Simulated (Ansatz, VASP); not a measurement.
Two plane-wave programs on BN

```
CELL_PARAMETERS angstrom
2.75825 0.00000 0.00000
-1.37913 2.38872 0.00000
0.00000 0.00000 3.88871
ATOMIC_POSITIONS crystal
B 0.66667 0.33333 0.99972
B 0.33333 0.66667 0.49972
N 0.66667 0.33333 0.62528
N 0.33333 0.66667 0.12528
```

Change from the starting cell: strain +0.080 along x and y, -0.080 along z, atoms carried along.

Alike in both runs: task single point; functional PBE; k mesh 12 × 12 × 6; occupations gaussian, width 0.05 eV; no spin polarisation.

```csv
,VASP,Ansatz
version,VASP 6.6.1,Ansatz 0.2.0
potentials or method,"VASP PAW PBE potentials, release 64 (B, N), cutoff 520 eV","scalar-relativistic, plane waves, PAW"
valence electrons in the cell,16,16
```

Ansatz gave:

| Quantity | Value |
| --- | --- |
| gap on the k mesh at the Fermi level (eV) | 4.74 |
| least direct gap on the mesh (eV) | 5.62 |
| pressure (GPa) | -10.5 |
| traceless stress, the component that is largest in VASP (GPa) | 91.26 |
| rms of the force components (eV/Å) | 0.521 |

What did VASP give for the same quantities?

gap on the k mesh at the Fermi level (eV): 4.73; least direct gap on the mesh (eV): 5.62; pressure (GPa): -10.5; traceless stress, the component that is largest in VASP (GPa): 91.74; rms of the force components (eV/Å): 0.534.

Atom by atom the forces differ by 0.014 eV/Å (rms over components).
